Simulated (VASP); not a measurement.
Write the native input for VASP 6.6.1 that does the following.

- Task: single point
- Functional: PBE
- Potentials or basis: VASP PAW PBE potentials, release 64 (Ba_sv, Sr_sv, O)
- Cutoff: 600 eV
- k mesh: 8 × 8 × 8
- Occupations: gaussian, width 0.1 eV
- Spin: no spin polarisation
- Dipole correction: no
- Further INCAR settings: ALGO = Normal; EDIFF = 1e-06; NBANDS = 29

The structure of BaSr2O2 lies in POSCAR:

```
BaSr2O2
1.0
    0.0000000000      3.9939806551      6.5898882877
    3.9114835237      0.0000000000      6.5898882877
    3.9114835237      3.9939806551      0.0000000000
Ba Sr O
1 2 2
Direct
    0.5000000000      0.5000000000      0.5000000000
    0.8690124635      0.8690124635      0.1309875365
    0.1309875365      0.1309875365      0.8690124635
    0.8111854963      0.1888145037      0.1888145037
    0.1888145037      0.8111854963      0.8111854963
```

The cell was generated, and may not be a known phase.

These files were run (other wordings do the same):

INCAR

```
SYSTEM = BaSr2O2
  PREC = Accurate
  ENCUT = 600
  EDIFF = 1E-6
  ISMEAR = 0
  SIGMA = 0.1
  LREAL = .False.
  LASPH = .True.
  NELM = 120
  ALGO = Normal
  ISIF = 2
  LWAVE = .False.
  LCHARG = .True.
  GGA = PE
  LELF = .True.
  LVHAR = .True.
  NBANDS = 29
  GGA_COMPAT = .False.
```

KPOINTS

```
Automatic mesh
0
Gamma
  8 8 8
  0 0 0
```

Potentials or basis: VASP PAW PBE potentials, release 64 (Ba_sv, Sr_sv, O).

Launch:

```console
$ cat potpaw_PBE.64/Ba_sv/POTCAR potpaw_PBE.64/Sr_sv/POTCAR potpaw_PBE.64/O/POTCAR > POTCAR
$ mpirun -np 1 vasp_std > vasp.out
```

Results of the run:

```
Pressure               : 0.7 GPa
Largest force          : 0.309 eV/Å
Band gap on the k mesh : zero (bands 21 and 22 overlap by 0.55 eV)
```

Caveat: spin-orbit coupling is left out, which moves the levels of the heavy elements.

Wall time 27 min on 1 thread of Oxide Virtual Turin-like Processor, with other jobs on the host, peak memory 0.92 GiB.
